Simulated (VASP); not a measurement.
Here is a VASP 6.6.1 calculation.

INCAR

```
SYSTEM = Ta
PREC = Accurate
ENCUT = 500
EDIFF = 1E-7
ISMEAR = -1
SIGMA = 0.05
LREAL = .FALSE.
LASPH = .TRUE.
NELM = 120
ALGO = Normal
ISIF = 3
LWAVE = .FALSE.
LCHARG = .FALSE.
GGA = CA
IBRION = 2
NSW = 60
EDIFFG = -0.01
PSTRESS = 200.0
GGA_COMPAT = .FALSE.
NELMIN = 4
```

File KPOINTS:

```
regular mesh
0
G
  6 6 6
  0 0 0
```

File POSCAR:

```
Ta
1.0
    2.7100000000      0.0000000000      0.0000000000
    0.0000000000      2.7100000000      0.0000000000
    0.0000000000      0.0000000000      2.7100000000
Ta
1
Direct
    0.0000000000      0.0000000000      0.0000000000
```

Potentials or basis: VASP PAW LDA potentials, release 64 (Ta_pv).

Run with:

```sh
$ cat potpaw_LDA.64/Ta_pv/POTCAR > POTCAR
$ mpirun -np 1 vasp_std > vasp.out
```

Estimate the relaxed cell.

a = 2.614 Å, b = 2.614 Å, c = 2.614 Å, α = 90.00°, β = 90.00°, γ = 90.00°.

Predict the relaxed volume.

17.87 Å³/atom.

Estimate the space group after relaxing (to 0.05 Å).

Pm-3m (No. 221).

The path:
```csv
step,energy change (eV),largest force (eV/Å),pressure (GPa),volume (Å³)
1,0.0000,0.0000,-1.89,19.90
2,2.3052,0.0000,150.86,13.05
3,0.0670,0.0000,15.73,18.19
4,0.0937,0.0000,18.99,17.94
5,0.1027,0.0000,20.01,17.87
```

Caveat: the k points lie up to 0.40 Å⁻¹ apart in the final cell; the cell is relaxed towards a set pressure, so the enthalpy falls and the energy may rise.
